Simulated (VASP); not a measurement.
# W (P6_3/mmc) in VASP: further runs

W is run at these levels: PBEsol; tasks: single point, relaxation of cell and atoms.

Program: VASP 6.6.1. These are calculated values, not measurements. Logs are shortened: lines on timing, memory, paths and dates and some standing lists are left out, and cuts for length are marked.

## (1) The cell of the first run

It takes space group P6_3/mmc (No. 194, hexagonal). The conventional cell has a = 2.752 Å, b = 2.752 Å, c = 4.895 Å, α = 90.00°, β = 90.00°, γ = 120.00°. W (site symmetry -6m2) has 12 W at 2.75 to 2.92 Å within 3.6 Å.

This isn't the form of W at room conditions, which is bcc.

## (2) Single point, PBEsol

The input, INCAR:

```
PREC = Accurate
ENCUT = 520
EDIFF = 1E-7
ISMEAR = 0
SIGMA = 0.1
LREAL = False
LASPH = True
NELM = 100
ALGO = Normal
ISIF = 2
LWAVE = False
LCHARG = False
GGA = PS
NBANDS = 21
```

The input, KPOINTS:

```
Automatic mesh
0
Gamma
  18 18 10
```

The input, POSCAR:

```
W
1.0
    2.7515287785      0.0000000000      0.0000000000
   -1.3757643892      2.3828938214      0.0000000000
    0.0000000000      0.0000000000      4.8949153584
W
2
Direct
    0.3333333333      0.6666666667      0.2500000000
    0.6666666667      0.3333333333      0.7500000000
```

Potentials or basis: VASP PAW PBE potentials, release 64 (W_sv).

Run with:

```console
> cat potpaw_PBE.64/W_sv/POTCAR > POTCAR
> mpirun -np 1 vasp_std > vasp.out
```

OUTCAR:

```text
PREC = Accurate
   ENCUT = 520
   EDIFF = 1E-7
   ISMEAR = 0
   LREAL = False
   LASPH = True
   NELM = 100
   ISIF = 2
   GGA = PS

 ion  position               nearest neighbor table
   1  0.333  0.667  0.250-   2 2.92   2 2.92   2 2.92   2 2.92   2 2.92   2 2.92
   2  0.667  0.333  0.750-   1 2.92   1 2.92   1 2.92   1 2.92   1 2.92   1 2.92

  LATTYP: Found a hexagonal cell.
 ALAT       =     2.7515287785
 C/A-ratio  =     1.7789802515

  Lattice vectors:

 A1 = (   2.7515287785,   0.0000000000,   0.0000000000)
 A2 = (  -1.3757643892,   2.3828938214,   0.0000000000)
 A3 = (   0.0000000000,   0.0000000000,   4.8949153584)

Analysis of symmetry for initial positions (statically):
=====================================================================
 Subroutine PRICEL returns:
 Original cell was already a primitive cell.

 Routine SETGRP: Setting up the symmetry group for a
 hexagonal supercell.

 Subroutine GETGRP returns: Found 24 space group operations
 (whereof 12 operations were pure point group operations)
 out of a pool of 24 trial point group operations.

The static configuration has the point symmetry D_3d.
 The point group associated with its full space group is D_6h.

Analysis of symmetry for dynamics (positions and initial velocities):
=====================================================================
 Subroutine PRICEL returns:
 Original cell was already a primitive cell.

 Routine SETGRP: Setting up the symmetry group for a
 hexagonal supercell.

 Subroutine GETGRP returns: Found 24 space group operations
 (whereof 12 operations were pure point group operations)
 out of a pool of 24 trial point group operations.

The dynamic configuration has the point symmetry D_3d.
 The point group associated with its full space group is D_6h.

 Subroutine INISYM returns: Found 24 space group operations
 (whereof 12 operations are pure point group operations),
 and found     1 'primitive' translations

----------------------------------------------------------------------------------------

                                     Primitive cell

  volume of cell :      32.0940

  direct lattice vectors                    reciprocal lattice vectors
     2.751528778  0.000000000  0.000000000     0.363434323  0.209828904  0.000000000
    -1.375764389  2.382893821  0.000000000     0.000000000  0.419657809  0.000000000
     0.000000000  0.000000000  4.894915358     0.000000000  0.000000000  0.204293624

  length of vectors
[... 78 lines left out ...]
   LSORBIT =      F    spin-orbit coupling
   LASPH  =      T    aspherical Exc in radial PAW
   ENCUT  =  520.0 eV  38.22 Ry    6.18 a.u.   5.12  5.12  9.10*2*pi/ulx,y,z
   NELM   =    100;   NELMIN=  2; NELMDL= -5     # of ELM steps
   EDIFF  = 0.1E-06   stopping-criterion for ELM
   LREAL  =      F    real-space projection
   EDIFFG = 0.1E-05   stopping-criterion for IOM
   NSW    =      0    number of steps for IOM
   IBRION =     -1    ionic relax: 0-MD 1-quasi-New 2-CG
   NFREE  =      0    steps in history (QN), initial steepest desc. (CG)
   ISIF   =      2    stress and relaxation
   ISYM   =      2    0-nonsym 1-usesym 2-fastsym
   POTIM  = 0.5000    time-step for ionic-motion
   TEBEG  =    0.0;   TEEND  =   0.0 temperature during run
   PSTRESS=    0.0 pullay stress
   NELECT =      28.0000    total number of electrons
   NUPDOWN=      -1.0000    fix difference up-down
   EMIN   =  10.00;   EMAX   =-10.00  energy-range for DOS
   EFERMI =   0.00;   METHOD = LEGACY
   ISMEAR =     0;   SIGMA  =   0.10  broadening in eV -4-tet -1-fermi 0-gaus
   EFERMI_NEDOS =   21; number of points for ismear=-14 and -15
   IALGO  =     38    algorithm
   IMIX   =      4    mixing-type and parameters
     AMIX     =   0.40;   BMIX     =  1.00
     AMIX_MAG =   1.60;   BMIX_MAG =  1.00
  volume/ion in A,a.u.               =      16.05       108.29
  Fermi-wavevector in a.u.,A,eV,Ry     =   1.564298  2.956095 33.293846  2.447029
  Thomas-Fermi vector in A             =   2.666943
   LORBIT       =      0    0 simple, 1 ext, 2 COOP (PROOUT), +10 PAW based schemes
   GGA     = PS    functional components
   LHFCALC =     F    Hartree Fock is set to
   AEXX    =    0.0000 exact exchange contribution
   IVDW    =     0    specifies the selected vdW correction
   LEPSILON=     F    determine dielectric tensor
   LRPA    =     F    only Hartree local field effects (RPA)
 non-spin polarized calculation
 Gauss-broadening in eV      SIGMA  =   0.10
  energy-cutoff  :      520.00
  volume of cell :       32.09
 maximum number of plane-waves:       882
   NGX = 11   NGY = 11   NGZ = 19

 number of electron      28.0000005 magnetization

 Free energy of the ion-electron system (eV)
  ---------------------------------------------------
  ext. energy  EPLUGINS =         0.00000000
  ---------------------------------------------------
  free energy    TOTEN  =       -26.58614893 eV

  energy without entropy =      -26.57459124  energy(sigma->0) =      -26.58037008

 E-fermi :  10.7213     XC(G=0): -13.6744

 val. band max:       10.7177108632   @ k =   0.4444   0.0000   0.1000
 cond. band min:      10.7220619002   @ k =   0.3889   0.0556   0.4000
 fundamental gap:      0.0043510370
 Fermi energy:        10.7213305397

 k-point     1 :       0.0000    0.0000    0.0000
  band No.  band energies     occupation
      1     -62.9650      2.00000
      2     -62.8848      2.00000
      3     -27.7410      2.00000
      4     -26.7418      2.00000
      5     -26.5515      2.00000
      6     -26.5515      2.00000
[... 565 lines left out ...]
     20      20.0731      0.00000
     21      20.9444      0.00000

 [... further k-points ...]

------------------------ aborting loop because EDIFF is reached ----------------------------------------

  FORCE on cell =-STRESS in cart. coord.  units (eV):
  Direction    XX          YY          ZZ          XY          YZ          ZX
  --------------------------------------------------------------------------------------
  -------------------------------------------------------------------------------------
  Total        0.1480647      0.1480647      0.1022812      0.0000000      0.0000000      0.0000000
  in kB        7.3915958      7.3915958      5.1060197      0.0000000      0.0000000      0.0000000
  external PRESSURE =       6.6297371 kB  Pullay stress =       0.0000000 kB

 VOLUME and BASIS-vectors are now :
 -----------------------------------------------------------------------------
  energy-cutoff  :      520.00
  volume of cell :       32.09
      direct lattice vectors                 reciprocal lattice vectors
     2.751528778  0.000000000  0.000000000     0.363434323  0.209828904  0.000000000
    -1.375764389  2.382893821  0.000000000     0.000000000  0.419657809  0.000000000
     0.000000000  0.000000000  4.894915358     0.000000000  0.000000000  0.204293624

 POSITION                                       TOTAL-FORCE (eV/Angst)
 -----------------------------------------------------------------------------------
     -0.00000      1.58860      1.22373         0.000000      0.000000      0.000000
      1.37576      0.79430      3.67119        -0.000000      0.000000      0.000000
 -----------------------------------------------------------------------------------
    total drift:                                0.000000     -0.000000      0.000000

  FREE ENERGIE OF THE ION-ELECTRON SYSTEM (eV)
  ---------------------------------------------------
  free  energy   TOTEN  =       -26.5861489278 eV

  energy  without entropy=      -26.5745912407  energy(sigma->0) =      -26.58037008
```

OSZICAR:

```text
N       E                     dE             d eps       ncg     rms          rms(c)
DAV:   1     0.294760331969E+03    0.29476E+03   -0.17256E+04  9396   0.158E+03
DAV:   2    -0.183453707161E+02   -0.31311E+03   -0.30555E+03  9989   0.469E+02
DAV:   3    -0.278143448172E+02   -0.94690E+01   -0.92718E+01 10698   0.821E+01
DAV:   4    -0.279081082248E+02   -0.93763E-01   -0.93596E-01  9964   0.852E+00
DAV:   5    -0.279090468335E+02   -0.93861E-03   -0.93859E-03 10448   0.883E-01    0.294E+01
DAV:   6    -0.268666888034E+02    0.10424E+01   -0.12493E+00 10118   0.106E+01    0.117E+01
DAV:   7    -0.265964238734E+02    0.27026E+00   -0.65292E-01 10454   0.694E+00    0.661E-01
DAV:   8    -0.265863454118E+02    0.10078E-01   -0.13168E-02  9544   0.117E+00    0.114E-01
DAV:   9    -0.265861433240E+02    0.20209E-03   -0.37055E-04 11715   0.157E-01    0.548E-02
DAV:  10    -0.265861491827E+02   -0.58587E-05   -0.19192E-05  9862   0.387E-02    0.617E-03
DAV:  11    -0.265861493619E+02   -0.17923E-06   -0.33657E-06 10154   0.158E-02    0.681E-03
DAV:  12    -0.265861489039E+02    0.45805E-06   -0.15208E-07  7273   0.368E-03    0.104E-03
DAV:  13    -0.265861489278E+02   -0.23954E-07   -0.12118E-08  5017   0.106E-03
   1 F= -.26586149E+02 E0= -.26580370E+02  d E =-.115577E-01
```

stdout:

```text
POSCAR found type information on POSCAR W
 POSCAR found :  1 types and       2 ions
 scaLAPACK will be used
 -----------------------------------------------------------------------------
|                                                                             |
|                                                                             |
|     You enforced a specific xc type in the INCAR file but a different       |
|     I HOPE YOU KNOW WHAT YOU ARE DOING!                                     |
|                                                                             |
 -----------------------------------------------------------------------------

 LDA part: xc-table for (Slater+PW92), standard interpolation
 POSCAR, INCAR and KPOINTS ok, starting setup
 FFT: planning ... GRIDC
 FFT: planning ... GRID_SOFT
 FFT: planning ... GRID
 WAVECAR not read
 entering main loop
```

It took 49 s on 1 thread of AMD EPYC 9R45 (Zen 5), shared host; peak memory 0.2 GiB.

What came out:

```
Free energy            : -26.5861 eV
Pressure               : 0.7 GPa
Band gap on the k mesh : zero (bands 14 and 15 overlap by 1.78 eV)
```

Stress tensor (GPa, compression positive):
```
0.74 0.00 0.00
0.00 0.74 0.00
0.00 0.00 0.51
```

Caveat: the PAW data sets were made with another functional, which shifts forces and pressure a little; spin-orbit coupling is left out, which moves the levels of the heavy elements.

## (3) Relaxation of cell and atoms, PBEsol

This run uses another cell than the first one, of 15.90 Å³/atom.

The input, INCAR:

```
PREC     = Accurate       # precision mode
ENCUT    = 600            # plane-wave cutoff, eV
EDIFF    = 1E-7           # SCF threshold, eV
ISMEAR   = 0              # smearing method
SIGMA    = 0.1            # smearing width, eV
LREAL    = False          # projectors in reciprocal space
LASPH    = True           # aspherical terms in the spheres
NELM     = 100            # most SCF steps
ALGO     = Normal         # electronic algorithm
ISIF     = 3              # what is computed and relaxed
LWAVE    = False          # write WAVECAR
LCHARG   = False          # write CHGCAR
GGA      = PS             # functional
IBRION   = 2              # ionic algorithm
NSW      = 100            # ionic steps
EDIFFG   = -0.002         # ionic threshold
```

The input, KPOINTS:

```
regular mesh
0
Gamma
  18 18 10
```

The input, POSCAR:

```
W
1.0
    2.8225222493      0.0000000000      0.0000000000
   -1.4112611246      2.4443759706      0.0000000000
    0.0000000000      0.0000000000      4.6091788331
W
2
Direct
    0.3333333333      0.6666666667      0.2500000000
    0.6666666667      0.3333333333      0.7500000000
```

Potentials or basis: VASP PAW PBE potentials, release 64 (W_sv).

Run with:

```console
> cat potpaw_PBE.64/W_sv/POTCAR > POTCAR
> mpirun -np 1 vasp_std > vasp.out
```

It took 7.7 min on 1 thread of AMD EPYC 9R45 (Zen 5), shared host; peak memory 0.25 GiB.

Results (log left out):

```yaml
Free_energy: -26.5862 eV
Relaxed_volume: 16.08 Å³/atom
Relaxed_cell: a = 2.754 Å, b = 2.754 Å, c = 4.898 Å, α = 90.00°, β = 90.00°, γ = 120.00°
Space_group_after_relaxing_to_0.1_Å: P6_3/mmc (No. 194)
Energy_gained_by_relaxing: 61.5 meV/atom
Ionic_steps: 13
Pressure_after_relaxing: 0.0 GPa
Band_gap_on_the_k_mesh: zero (bands 14 and 15 overlap by 1.77 eV)
```

Step by step:
```csv
step,energy change (eV),largest force (eV/Å),pressure (GPa),volume (Å³)
1,0.0000,0.0000,1.70,31.80
2,-0.1142,0.0000,-3.73,32.53
3,-0.1164,0.0000,-4.19,32.61
4,-0.0258,0.0000,15.55,30.85
5,-0.1228,0.0000,-0.58,32.24
6,-0.1228,0.0000,-0.45,32.23
7,-0.1228,0.0000,-0.37,32.22
8,-0.1229,0.0000,0.37,32.12
9,-0.1231,0.0000,0.03,32.16
10,-0.1231,0.0000,0.03,32.16
11,-0.1231,0.0000,-0.06,32.17
12,-0.1231,0.0000,0.01,32.17
13,-0.1231,0.0000,-0.02,32.17
```

Final structure:
```
W
1.0
     2.75403    0.00000    0.00000
    -1.37701    2.38506    0.00000
     0.00000    0.00000    4.89758
W
2
Direct
  0.33333 0.66667 0.25000
  0.66667 0.33333 0.75000
```

Levels at points of the mesh, in eV from the Fermi level:
```tsv
k point	band 10	band 11	band 12	band 13	band 14	band 15	band 16	band 17	band 18
(0.00, 0.00, 0.00)	-6.00	-1.72	-0.46	-0.46	-0.21	0.14	0.14	2.04	2.04
(0.50, 0.00, 0.00)	-5.11	-4.57	-1.30	-0.88	-0.36	-0.21	4.82	5.84	6.17
(0.00, 0.00, 0.50)	-7.20	-2.17	-2.17	-0.41	-0.41	-0.41	-0.41	3.61	3.61
(0.50, 0.00, 0.50)	-5.52	-3.54	-3.54	1.33	1.33	1.70	1.70	5.18	5.18
```

Caveat: the PAW data sets were made with another functional, which shifts forces and pressure a little; spin-orbit coupling is left out, which moves the levels of the heavy elements.

## (4) Single point, PBEsol

This run uses another cell than the first one, of 15.90 Å³/atom.

The input, INCAR:

```
PREC = Accurate
ENCUT = 520
EDIFF = 1E-6
ISMEAR = 0
SIGMA = 0.1
LREAL = F
LASPH = T
NELM = 100
ALGO = Normal
ISIF = 2
LWAVE = F
LCHARG = F
GGA = PS
NBANDS = 21
```

The input, KPOINTS:

```
Automatic mesh
0
Gamma
  9 9 4
```

POSCAR is that of step 3.

Run with:

```console
> cat potpaw_PBE.64/W_sv/POTCAR > POTCAR
> mpirun -np 1 vasp_std > vasp.out
```

Run time: 10 s. Hardware: 1 thread of AMD EPYC 9R45 (Zen 5), shared host; peak memory 0.13 GiB.

Results (log left out):

| Item | Value |
| --- | --- |
| Free energy | -26.4635 eV |
| Pressure | 2.2 GPa |
| Band gap on the k mesh | zero (bands 14 and 15 overlap by 1.78 eV) |

Stress tensor (GPa, compression positive):
```
-3.65  0.00  0.00
 0.00 -3.65  0.00
 0.00  0.00 13.85
```

Levels at points of the mesh, in eV from the Fermi level:
| k point | band 11 | band 12 | band 13 | band 14 | band 15 | band 16 | band 17 | band 18 |
| --- | --- | --- | --- | --- | --- | --- | --- | --- |
| (0.00, 0.00, 0.00) | -0.66 | -0.54 | -0.54 | 0.30 | 0.30 | 0.77 | 1.38 | 1.38 |
| (0.00, 0.00, 0.50) | -1.56 | -1.56 | -0.63 | -0.63 | -0.63 | -0.63 | 3.69 | 3.69 |

Caveat: the stress differs along the axes, from -4 to 14 GPa; the PAW data sets were made with another functional, which shifts forces and pressure a little; spin-orbit coupling is left out, which moves the levels of the heavy elements.

## (5) Overview

| task | cell | k mesh | cutoff (eV) | gap on the mesh (eV) | pressure (GPa) |
| --- | --- | --- | --- | --- | --- |
| single point | a = 2.752, b = 2.752, c = 4.895 Å, angles 90.0, 90.0, 120.0°, 2 atoms | 18 × 18 × 10 | 520 | none | 0.7 |
| relaxation of cell and atoms | relaxed from a = 2.823, b = 2.823, c = 4.609 Å, angles 90.0, 90.0, 120.0°, 2 atoms | 18 × 18 × 10 | 600 | none | 0.0 |
| single point | a = 2.823, b = 2.823, c = 4.609 Å, angles 90.0, 90.0, 120.0°, 2 atoms | 9 × 9 × 4 | 520 | none | 2.2 |

Alike in all rows: level PBEsol; potentials or basis VASP PAW PBE potentials, release 64 (W_sv); no spin polarisation; smearing gaussian 0.1 eV.

Caveats: the PAW data sets were made with another functional, which shifts forces and pressure a little; spin-orbit coupling is left out, which moves the levels of the heavy elements; the stress differs along the axes, from -4 to 14 GPa (at least some runs).

Absolute energies hang on the potentials; compare differences alone.

The gap in the log of VASP goes by the Fermi energy; the results here count the filled bands.